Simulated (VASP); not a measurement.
The system is Li.

```
CELL_PARAMETERS angstrom
-1.75465 1.75465 1.75465
1.75465 -1.75465 1.75465
1.75465 1.75465 -1.75465
ATOMIC_POSITIONS crystal
Li 0.00000 0.00000 0.00000
```

* Program: VASP 6.6.1
* Task: relaxation of cell and atoms
* Functional: PBE
* Potentials or basis: VASP PAW PBE potentials, release 64 (Li_sv)
* Cutoff: 600 eV
* k mesh: 15 × 15 × 15
* Occupations: fermi-dirac, width 0.05 eV
* Spin: no spin polarisation

At the start: pressure -0.9 GPa; volume 21.61 Å³/atom.

Question: Where does the relaxation end?

Answer: Over 3 steps the energy falls by 4.7 meV/atom and the volume is 20.11 Å³/atom (-6.9 %); space group Im-3m (No. 229, to 0.1 Å) before and after.

The path:
| step | energy change (eV) | largest force (eV/Å) | pressure (GPa) | volume (Å³) |
| --- | --- | --- | --- | --- |
| 1 | 0.0000 | 0.0000 | -0.91 | 21.61 |
| 2 | -0.0019 | 0.0000 | -0.71 | 21.23 |
| 3 | -0.0047 | 0.0000 | -0.06 | 20.11 |

Final structure:
```cif
data_structure
_symmetry_space_group_name_H-M 'P 1'
_symmetry_Int_Tables_number 1
_cell_length_a 2.9671
_cell_length_b 2.9671
_cell_length_c 2.9671
_cell_angle_alpha 109.471
_cell_angle_beta 109.471
_cell_angle_gamma 109.471
_cell_volume 20.11
loop_
_atom_site_label
_atom_site_type_symbol
_atom_site_fract_x
_atom_site_fract_y
_atom_site_fract_z
_atom_site_occupancy
Li1 Li 0.00000 0.00000 0.00000 1
```

Caveat: the cutoff is under 1.25 times the usual one of these potentials, so pressure, stress and relaxed cells hold a basis-set (Pulay) error.
